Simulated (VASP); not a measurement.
Set up this calculation in VASP 6.6.1, as the native input.

| Property | Result |
| --- | --- |
| Task | single point |
| Functional | PBEsol |
| Potentials or basis | VASP PAW PBE potentials, release 64 (Rb_sv, Cl) |
| Cutoff | 500 eV |
| k mesh | 6 × 6 × 6 |
| Occupations | gaussian, width 0.01 eV |
| Spin | no spin polarisation |
| Dipole correction | no |
| Further INCAR settings | ALGO = Normal; EDIFF = 1e-06; NBANDS = 15 |

The structure of RbCl lies in POSCAR:

```
RbCl
1.0
    0.0000000000      3.1702163160      3.1702163160
    3.1702163160      0.0000000000      3.1702163160
    3.1702163160      3.1702163160      0.0000000000
Rb Cl
1 1
Direct
    0.0000000000      0.0000000000      0.0000000000
    0.5000000000      0.5000000000      0.5000000000
```

These files were run (other wordings do the same):

INCAR

```
ALGO     = Normal         # electronic algorithm
EDIFF    = 1E-6           # SCF threshold, eV
ENCUT    = 500            # plane-wave cutoff, eV
GGA      = PS             # functional
GGA_COMPAT= False        
ISIF     = 2              # what is computed and relaxed
ISMEAR   = 0              # smearing method
LASPH    = True           # aspherical terms in the spheres
LCHARG   = True           # write CHGCAR
LELF     = True           # ELF
LREAL    = False          # projectors in reciprocal space
LVHAR    = True         
LWAVE    = False          # write WAVECAR
NBANDS   = 15             # bands
NELM     = 120            # most SCF steps
PREC     = Accurate       # precision mode
SIGMA    = 0.01           # smearing width, eV
```

KPOINTS

```
k-points
0
Gamma
  6 6 6
```

Potentials or basis: VASP PAW PBE potentials, release 64 (Rb_sv, Cl).

Launch:

```sh
$ cat potpaw_PBE.64/Rb_sv/POTCAR potpaw_PBE.64/Cl/POTCAR > POTCAR
$ mpirun -np 1 vasp_std > vasp.out
```

It gave:

The pressure is 2.0 GPa. The band gap on the k mesh is 5.19 eV, direct.

Caveat: the PAW data sets were made with another functional, which shifts forces and pressure a little.

Wall time 12 s on 1 thread of Intel(R) Xeon(R) Platinum 8559C (Emerald Rapids) (shared host), peak memory 0.2 GiB.
